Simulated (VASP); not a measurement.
# Si29C3 (P1) in VASP: single point with PBEsol

Aim: the single point of Si29C3 with PBEsol.

Program: VASP 6.6.1. These are calculated values, not measurements. Logs are shortened: lines on timing, memory, paths and dates and some standing lists are left out, and cuts for length are marked.

### Step 1. The cell of the first run

The typed cell holds 64 atoms: a = 10.472 Å, b = 10.472 Å, c = 10.472 Å, α = 90.00°, β = 90.00°, γ = 90.00°.

### Step 2. Single point, PBEsol

File INCAR:

```
SYSTEM = Si29C3
ALGO = Normal
EDIFF = 1E-6
ENCUT = 520
GGA = PS
ISIF = 2
ISMEAR = -1
LASPH = .TRUE.
LCHARG = .FALSE.
LREAL = Auto
LWAVE = .FALSE.
NBANDS = 166
NELM = 80
PREC = Accurate
SIGMA = 0.05
```

File KPOINTS:

```
Automatic mesh
0
Gamma
  1 1 1
  0.5 0.5 0.5
```

File POSCAR:

```
Si29C3
1.0
   10.4720908195      0.0000000000      0.0000000000
    0.0000000000     10.4720908195      0.0000000000
    0.0000000000      0.0000000000     10.4720908195
Si C
58 6
Direct
    0.0198310000      0.0258510000      0.0234710000
    0.9809250000      0.4778240000      0.0232850000
    0.0235400000      0.4848970000      0.4766120000
    0.5039870000      0.0024530000      0.9995300000
    0.4870410000      0.9980700000      0.4984260000
    0.4959630000      0.4986290000      0.0022250000
    0.5181520000      0.4855740000      0.4773380000
    0.1079050000      0.1106860000      0.5995500000
    0.1199080000      0.6143900000      0.1316310000
    0.1407450000      0.6395040000      0.6007340000
    0.6341110000      0.1331710000      0.1319200000
    0.6200510000      0.1293810000      0.6218660000
    0.6274950000      0.6147760000      0.1337910000
    0.6286510000      0.6188730000      0.6171420000
    0.2353040000      0.2356830000      0.0235890000
    0.2235680000      0.2611440000      0.4763660000
    0.2466840000      0.7448300000      0.0012200000
    0.7736730000      0.2663350000      0.0246570000
    0.7406890000      0.2609220000      0.4825990000
    0.7513060000      0.7502540000      0.0008700000
    0.7597890000      0.7501740000      0.4986060000
    0.3735080000      0.3742330000      0.1405690000
    0.3729560000      0.3716680000      0.6107780000
    0.3663520000      0.8812700000      0.1267600000
    0.3531010000      0.8575200000      0.6048310000
    0.8794750000      0.3780510000      0.6125980000
    0.8832360000      0.8818830000      0.1247330000
    0.8944000000      0.8927480000      0.6081230000
    0.2303190000      0.0231060000      0.2417780000
    0.2440150000      0.9970920000      0.7370380000
    0.2307200000      0.4857760000      0.2730200000
    0.2502110000      0.5041110000      0.7427910000
    0.7564240000      0.9988450000      0.2575330000
    0.7598820000      0.0073890000      0.7463900000
    0.7554470000      0.4654780000      0.2519730000
    0.7540400000      0.4988860000      0.7483810000
    0.3732380000      0.1389950000      0.3679460000
    0.3645310000      0.1223760000      0.8780700000
    0.3502920000      0.6341320000      0.3932950000
    0.3761540000      0.6253100000      0.8721980000
    0.8972030000      0.1130750000      0.3866740000
    0.8820010000      0.1326350000      0.8866960000
    0.8766150000      0.6105790000      0.3696180000
    0.8793030000      0.6194580000      0.8790490000
    0.0126540000      0.2569000000      0.2462500000
    0.9988760000      0.2433380000      0.7399170000
    0.0020980000      0.7519770000      0.2570330000
    0.0051290000      0.7531000000      0.7447800000
    0.5224800000      0.2679520000      0.2664530000
    0.4945150000      0.2513270000      0.7556380000
    0.4868910000      0.7449100000      0.2556970000
    0.4942840000      0.7477230000      0.7356440000
    0.1210290000      0.3693060000      0.8788270000
    0.1230520000      0.8814270000      0.3967940000
    0.1236690000      0.8833700000      0.8823980000
    0.6328250000      0.3732770000      0.8836810000
    0.6211560000      0.8716440000      0.3764410000
    0.6262080000      0.8743330000      0.8644900000
    0.0049070000      0.9949510000      0.4976520000
    0.1205740000      0.1395890000      0.1360030000
    0.2425750000      0.7573610000      0.4964070000
    0.8817800000      0.3642560000      0.1429520000
    0.1182590000      0.3681960000      0.3619590000
    0.6373280000      0.3715730000      0.3676820000
```

Potentials or basis: VASP PAW PBE potentials, release 64 (Si, C).

The run is started by

```bash
$ cat potpaw_PBE.64/Si/POTCAR potpaw_PBE.64/C/POTCAR > POTCAR
$ mpirun -np 1 vasp_std > vasp.out
```

OUTCAR:

```text
SYSTEM = Si29C3
   EDIFF = 1E-6
   ENCUT = 520
   GGA = PS
   ISIF = 2
   ISMEAR = -1
   LASPH = .TRUE.
   LREAL = Auto
   NELM = 80
   PREC = Accurate

 ion  position               nearest neighbor table
   1  0.020  0.026  0.023-  60 1.98  42 2.32  27 2.33  55 2.36
   2  0.981  0.478  0.023-  62 2.02   9 2.33  44 2.37  53 2.39  18 3.10
   3  0.024  0.485  0.477-  63 1.98  43 2.31  26 2.36  10 2.41  31 3.04  16 3.14
   4  0.504  0.002  1.000-  38 2.31  58 2.33  24 2.34  11 2.38
   5  0.487  0.998  0.498-  57 2.31  25 2.32  37 2.34  12 2.35
   6  0.496  0.499  0.002-  40 2.28  13 2.30  56 2.31  22 2.33
   7  0.518  0.486  0.477-  64 2.07  14 2.33  23 2.38  39 2.51
   8  0.108  0.111  0.600-  59 1.94  46 2.32  30 2.35  16 2.37  41 3.14
   9  0.120  0.614  0.132-  47 2.31  31 2.31   2 2.33  17 2.34
  10  0.141  0.640  0.601-  61 1.96  32 2.35  48 2.39   3 2.41  39 3.09
  11  0.634  0.133  0.132-  18 2.31  49 2.31  33 2.31   4 2.38
  12  0.620  0.129  0.622-  50 2.31  34 2.34   5 2.35  19 2.37
  13  0.627  0.615  0.134-   6 2.30  20 2.37  51 2.38  35 2.40
  14  0.629  0.619  0.617-  36 2.28  21 2.31  52 2.31   7 2.33
  15  0.235  0.236  0.024-  60 1.96  38 2.36  53 2.39  22 2.39
  16  0.224  0.261  0.476-  63 1.98  37 2.32   8 2.37  23 2.40   3 3.14
  17  0.247  0.745  0.001-  40 2.29  55 2.30  24 2.31   9 2.34
  18  0.774  0.266  0.025-  62 1.97  42 2.31  11 2.31  56 2.37   2 3.10
  19  0.741  0.261  0.483-  64 1.99  26 2.34  12 2.37  41 2.47
  20  0.751  0.750  0.001-  44 2.30  58 2.33  27 2.34  13 2.37
[... 42 lines left out ...]
  63  0.118  0.368  0.362-  31 1.94  16 1.98   3 1.98  45 2.01
  64  0.637  0.372  0.368-  49 1.94  19 1.99  35 1.99   7 2.07

  LATTYP: Found a simple cubic cell.
 ALAT       =    10.4720908195

  Lattice vectors:

 A1 = (  10.4720908195,   0.0000000000,   0.0000000000)
 A2 = (   0.0000000000,  10.4720908195,   0.0000000000)
 A3 = (   0.0000000000,   0.0000000000,  10.4720908195)

Analysis of symmetry for initial positions (statically):
=====================================================================
 Subroutine PRICEL returns:
 Original cell was already a primitive cell.

 Routine SETGRP: Setting up the symmetry group for a
 simple cubic supercell.

 Subroutine GETGRP returns: Found  1 space group operations
 (whereof  1 operations were pure point group operations)
 out of a pool of 48 trial point group operations.

The static configuration has the point symmetry C_1 .

Analysis of symmetry for dynamics (positions and initial velocities):
=====================================================================
 Subroutine PRICEL returns:
 Original cell was already a primitive cell.

 Routine SETGRP: Setting up the symmetry group for a
 simple cubic supercell.

 Subroutine GETGRP returns: Found  1 space group operations
 (whereof  1 operations were pure point group operations)
 out of a pool of 48 trial point group operations.

The dynamic configuration has the point symmetry C_1 .

 Subroutine INISYM returns: Found  1 space group operations
 (whereof  1 operations are pure point group operations),
 and found     1 'primitive' translations

----------------------------------------------------------------------------------------

                                     Primitive cell

  volume of cell :    1148.4186

  direct lattice vectors                    reciprocal lattice vectors
    10.472090819  0.000000000  0.000000000     0.095491914  0.000000000  0.000000000
     0.000000000 10.472090819  0.000000000     0.000000000  0.095491914  0.000000000
     0.000000000  0.000000000 10.472090819     0.000000000  0.000000000  0.095491914

  length of vectors
    10.472090819 10.472090819 10.472090819     0.095491914  0.095491914  0.095491914

  position of ions in fractional coordinates (direct lattice)
     0.019831000  0.025851000  0.023471000
     0.980925000  0.477824000  0.023285000
     0.023540000  0.484897000  0.476612000
     0.503987000  0.002453000  0.999530000
     0.487041000  0.998070000  0.498426000
     0.495963000  0.498629000  0.002225000
[... 56 lines left out ...]
     0.118259000  0.368196000  0.361959000
     0.637328000  0.371573000  0.367682000

  ion indices of the primitive-cell ions
   primitive index   ion index
                 1           1
                 2           2
                 3           3
                 4           4
                 5           5
                 6           6
[... 56 lines left out ...]
                63          63
                64          64

----------------------------------------------------------------------------------------

 KPOINTS: Automatic mesh

Automatic generation of k-mesh.
 Grid dimensions read from file:
 generate k-points for:    1    1    1

 Generating k-lattice:

  Cartesian coordinates                     Fractional coordinates (reciprocal lattice)
     0.095491914  0.000000000  0.000000000     1.000000000  0.000000000  0.000000000
     0.000000000  0.095491914  0.000000000     0.000000000  1.000000000  0.000000000
     0.000000000  0.000000000  0.095491914     0.000000000  0.000000000  1.000000000

  Length of vectors
     0.095491914  0.095491914  0.095491914

  Shift w.r.t. Gamma in fractional coordinates (k-lattice)
     0.500000000  0.500000000  0.500000000

 Subroutine IBZKPT returns following result:
 ===========================================

 Found      1 irreducible k-points:

 Following reciprocal coordinates:
            Coordinates               Weight
  0.500000  0.500000  0.500000      1.000000
   k-points           NKPTS =      1   k-points in BZ     NKDIM =      1   number of bands    NBANDS=    166
   number of dos      NEDOS =    301   number of ions     NIONS =     64
   total plane-waves  NPLWV = 512000
   dimension x,y,z NGX =    80 NGY =   80 NGZ =   80
   dimension x,y,z NGXF=   160 NGYF=  160 NGZF=  160
   ions per type =              58   6
   NGX,Y,Z   is equivalent  to a cutoff of  12.70, 12.70, 12.70 a.u.
   NGXF,Y,Z  is equivalent  to a cutoff of  25.40, 25.40, 25.40 a.u.
 SYSTEM =  Si29C3
   PREC   = accura    normal or accurate (medium, high low for compatibility)
   ISTART =      0    job   : 0-new  1-cont  2-samecut
   ICHARG =      2    charge: 1-file 2-atom 10-const
   ISPIN  =      1    spin polarized calculation?
   LNONCOLLINEAR =      F non collinear calculations
   LSORBIT =      F    spin-orbit coupling
   LASPH  =      T    aspherical Exc in radial PAW
   ENCUT  =  520.0 eV  38.22 Ry    6.18 a.u.  19.47 19.47 19.47*2*pi/ulx,y,z
   NELM   =     80;   NELMIN=  2; NELMDL= -5     # of ELM steps
   EDIFF  = 0.1E-05   stopping-criterion for ELM
   LREAL  =      T    real-space projection
   EDIFFG = 0.1E-04   stopping-criterion for IOM
   NSW    =      0    number of steps for IOM
   IBRION =     -1    ionic relax: 0-MD 1-quasi-New 2-CG
   NFREE  =      0    steps in history (QN), initial steepest desc. (CG)
   ISIF   =      2    stress and relaxation
   ISYM   =      2    0-nonsym 1-usesym 2-fastsym
   POTIM  = 0.5000    time-step for ionic-motion
   TEBEG  =    0.0;   TEEND  =   0.0 temperature during run
   PSTRESS=    0.0 pullay stress
   NELECT =     256.0000    total number of electrons
   NUPDOWN=      -1.0000    fix difference up-down
   EMIN   =  10.00;   EMAX   =-10.00  energy-range for DOS
   EFERMI =   0.00;   METHOD = LEGACY
   ISMEAR =    -1;   SIGMA  =   0.05  broadening in eV -4-tet -1-fermi 0-gaus
   EFERMI_NEDOS =   21; number of points for ismear=-14 and -15
   IALGO  =     38    algorithm
   IMIX   =      4    mixing-type and parameters
     AMIX     =   0.40;   BMIX     =  1.00
     AMIX_MAG =   1.60;   BMIX_MAG =  1.00
  volume/ion in A,a.u.               =      17.94       121.09
  Fermi-wavevector in a.u.,A,eV,Ry     =   0.992632  1.875802 13.406058  0.985317
  Thomas-Fermi vector in A             =   2.124457
   LORBIT       =      0    0 simple, 1 ext, 2 COOP (PROOUT), +10 PAW based schemes
   GGA     = PS    functional components
   LHFCALC =     F    Hartree Fock is set to
   AEXX    =    0.0000 exact exchange contribution
   IVDW    =     0    specifies the selected vdW correction
   LEPSILON=     F    determine dielectric tensor
   LRPA    =     F    only Hartree local field effects (RPA)
 non-spin polarized calculation
  energy-cutoff  :      520.00
  volume of cell :     1148.42
 maximum number of plane-waves:     30976
 NGX is ok and might be reduce to    80
   NGX = 39   NGY = 39   NGZ = 39

 number of electron     255.9999999 magnetization

 Free energy of the ion-electron system (eV)
  ---------------------------------------------------
  ext. energy  EPLUGINS =         0.00000000
  ---------------------------------------------------
  free energy    TOTEN  =      -378.67035866 eV

  energy without entropy =     -378.66149681  energy(sigma->0) =     -378.66592774

 E-fermi :   6.4226     XC(G=0):  -9.8523

 val. band max:        6.1589268567   @ k =   0.5000   0.5000   0.5000
 cond. band min:       6.6705208994   @ k =   0.5000   0.5000   0.5000
 fundamental gap:      0.5115940427
 Fermi energy:         6.4225817617

 k-point     1 :       0.5000    0.5000    0.5000
  band No.  band energies     occupation
      1      -7.1211      2.00000
      2      -6.8328      2.00000
      3      -6.6988      2.00000
      4      -6.4215      2.00000
      5      -6.1829      2.00000
      6      -6.0202      2.00000
[... 132 lines left out ...]
    139       7.7062      0.00000
    140       7.7973      0.00000
 [bands above 140 left out]

------------------------ aborting loop because EDIFF is reached ----------------------------------------

  FORCE on cell =-STRESS in cart. coord.  units (eV):
  Direction    XX          YY          ZZ          XY          YZ          ZX
  --------------------------------------------------------------------------------------
  -------------------------------------------------------------------------------------
  Total        0.5910344      1.5702767      0.6654855      0.5278712     -0.0488643      0.9138401
  in kB        0.8245617      2.1907184      0.9284296      0.7364417     -0.0681714      1.2749131
  external PRESSURE =       1.3145699 kB  Pullay stress =       0.0000000 kB

 VOLUME and BASIS-vectors are now :
 -----------------------------------------------------------------------------
  energy-cutoff  :      520.00
  volume of cell :     1148.42
      direct lattice vectors                 reciprocal lattice vectors
    10.472090819  0.000000000  0.000000000     0.095491914  0.000000000  0.000000000
     0.000000000 10.472090819  0.000000000     0.000000000  0.095491914  0.000000000
     0.000000000  0.000000000 10.472090819     0.000000000  0.000000000  0.095491914

 POSITION                                       TOTAL-FORCE (eV/Angst)
 -----------------------------------------------------------------------------------
      0.20767      0.27071      0.24579        -0.001732     -0.000893     -0.002274
     10.27234      5.00382      0.24384         0.003411      0.001121     -0.005784
      0.24651      5.07789      4.99112        -0.000999      0.005709      0.008216
      5.27780      0.02569     10.46717         0.002017      0.001572      0.002310
      5.10034     10.45188      5.21956        -0.002096      0.004681     -0.001894
      5.19377      5.22169      0.02330        -0.005655     -0.000151      0.003355
[... 56 lines left out ...]
      1.23842      3.85578      3.79047        -0.007958     -0.004871     -0.001878
      6.67416      3.89115      3.85040         0.002910      0.004877      0.007086
 -----------------------------------------------------------------------------------
    total drift:                               -0.003768     -0.008517     -0.030823

  FREE ENERGIE OF THE ION-ELECTRON SYSTEM (eV)
  ---------------------------------------------------
  free  energy   TOTEN  =      -378.6703586650 eV

  energy  without entropy=     -378.6614968074  energy(sigma->0) =     -378.66592774
```

It took 13 min on 1 thread of Intel Xeon 8259CL, shared host; peak memory 0.96 GiB.

What came out:

```yaml
Free_energy: -378.6704 eV
Pressure: 0.1 GPa
Largest_force: 0.024 eV/Å
```

Forces in eV/Å, atoms in the order of the input:
```
Si  -0.002 -0.001 -0.002
Si   0.003  0.001 -0.006
Si  -0.001  0.006  0.008
Si   0.002  0.002  0.002
Si  -0.002  0.005 -0.002
Si  -0.006  0.000  0.003
Si  -0.006 -0.008 -0.005
Si   0.007  0.002 -0.001
Si   0.003  0.005 -0.005
Si  -0.003 -0.005  0.000
Si  -0.004 -0.009 -0.002
Si   0.004 -0.003 -0.002
Si   0.006  0.009  0.001
Si  -0.002 -0.001  0.001
Si   0.009  0.002 -0.006
Si   0.001 -0.002  0.008
Si  -0.006 -0.008  0.004
Si  -0.003 -0.002 -0.003
Si   0.006 -0.006  0.001
Si   0.000  0.003  0.004
Si   0.005  0.000 -0.002
Si  -0.003 -0.001 -0.001
Si  -0.003  0.004 -0.003
Si   0.000  0.003  0.006
Si   0.001  0.005  0.002
Si   0.001  0.006  0.000
Si   0.002  0.002 -0.002
Si  -0.009  0.000 -0.001
Si   0.003 -0.006  0.002
Si   0.001  0.004 -0.004
Si   0.010  0.002  0.002
Si  -0.006 -0.004  0.003
Si  -0.005  0.000  0.006
Si   0.000  0.002  0.000
Si   0.000  0.000  0.000
Si   0.001 -0.002 -0.002
Si   0.002 -0.002 -0.004
Si  -0.002 -0.001  0.000
Si  -0.002 -0.005  0.008
Si   0.003  0.002  0.000
Si   0.000  0.001  0.007
Si   0.001  0.000 -0.002
Si   0.002  0.001  0.000
Si   0.003 -0.001  0.001
Si  -0.004 -0.001  0.000
Si   0.002  0.002 -0.003
Si   0.004  0.005  0.001
Si   0.000 -0.002  0.003
Si  -0.009  0.002 -0.002
Si  -0.004 -0.001  0.005
Si   0.001 -0.006 -0.001
Si   0.005  0.002 -0.004
Si  -0.002  0.001 -0.002
Si   0.004  0.006 -0.002
Si  -0.003  0.001  0.005
Si   0.002 -0.003  0.000
Si   0.001 -0.001  0.002
Si   0.002 -0.001  0.001
C   -0.008 -0.003 -0.011
C   -0.003  0.002  0.004
C    0.006 -0.008 -0.022
C   -0.001  0.005  0.005
C   -0.008 -0.005 -0.002
C    0.003  0.005  0.007
```

Stress tensor (GPa, compression positive):
```
 0.08  0.07  0.13
 0.07  0.22 -0.01
 0.13 -0.01  0.09
```

Levels at points of the mesh, in eV from the Fermi level:
| k point | band 125 | band 126 | band 127 | band 128 | band 129 | band 130 | band 131 | band 132 |
| --- | --- | --- | --- | --- | --- | --- | --- | --- |
| (0.50, 0.50, 0.50) | -0.47 | -0.41 | -0.33 | -0.26 | 0.25 | 0.66 | 0.77 | 0.94 |

Caveat: the k points lie up to 0.60 Å⁻¹ apart; the PAW data sets were made with another functional, which shifts forces and pressure a little.
